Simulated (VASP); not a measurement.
Here is a VASP 6.6.1 calculation.

File INCAR:

```
PREC = Accurate
ENCUT = 520
EDIFF = 1E-7
ISMEAR = 0
SIGMA = 0.02
LREAL = F
LASPH = T
NELM = 120
ALGO = Normal
ISIF = 2
LWAVE = F
LCHARG = F
GGA = CA
IBRION = 2
NSW = 60
EDIFFG = -0.002
GGA_COMPAT = F
NELMIN = 4
```

The input KPOINTS:

```
Automatic mesh
0
Gamma
  6 6 6
```

Contents of POSCAR:

```
MgS
1.0
    0.0000000000      2.8248987398      2.7550644647
    2.8248987398      0.0000000000      2.7550644647
    2.8248987398      2.8248987398      0.0000000000
Mg S
1 1
Direct
    0.0000000000      0.0000000000      0.0000000000
    0.2500000000      0.2500000000      0.2500000000
```

Potentials or basis: VASP PAW LDA potentials, release 64 (Mg, S).

Launch:

```sh
$ cat potpaw_LDA.64/Mg/POTCAR potpaw_LDA.64/S/POTCAR > POTCAR
$ mpirun -np 1 vasp_std > vasp.out
```

Predict the band gap on the k mesh.

3.31 eV, direct.

Final structure:
```xyz
2
Lattice="0.0000 2.8249 2.7551 2.8249 0.0000 2.7551 2.8249 2.8249 0.0000" Properties=species:S:1:pos:R:3 pbc="T T T"
Mg    0.0000    0.0000    0.0000
S     1.4124    1.4124    1.3775
```

Caveat: the cell differs from its parent crystal (strained cell); the relaxation stopped at its first step, so nothing moved. A k mesh can miss the band edges.
